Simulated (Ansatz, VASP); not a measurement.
# CeO2: VASP beside Ansatz

```
Ce O
1.0
     0.00000    2.71868    2.71868
     2.71868    0.00000    2.71868
     2.71868    2.71868    0.00000
Ce O
1 2
Cartesian
  0.0000 0.0000 0.0000
  1.3593 1.3593 1.3593
  4.0780 4.0780 4.1280
```

Alike in both runs: task single point; functional r2SCAN; k mesh 8 × 8 × 8; occupations gaussian, width 0.05 eV; no spin polarisation.

|  | VASP | Ansatz |
| --- | --- | --- |
| version | VASP 6.6.1 | Ansatz 0.2.0 |
| potentials or method | VASP PAW PBE potentials, release 64 (Ce, O), cutoff 520 eV | scalar-relativistic, plane waves, PAW |
| valence electrons in the cell | 24 | 24 |

VASP gave:

| Property | Result |
| --- | --- |
| gap on the k mesh at the Fermi level (eV) | 2.14 |
| least direct gap on the mesh (eV) | 2.27 |
| pressure (GPa) | -0.1 |
| traceless stress, the component that is largest in VASP (GPa) | 0.26 |
| rms of the force components (eV/Å) | 0.149 |

Question: Which values does Ansatz return?

Answer: gap on the k mesh at the Fermi level (eV): 2.18; least direct gap on the mesh (eV): 2.31; pressure (GPa): 0.1; traceless stress, the component that is largest in VASP (GPa): 0.26; rms of the force components (eV/Å): 0.149.

VASP's potentials were made for PBE, not for r2SCAN. Atom by atom the forces differ by 0.002 eV/Å (rms over components).

Neither program's run includes spin-orbit coupling.
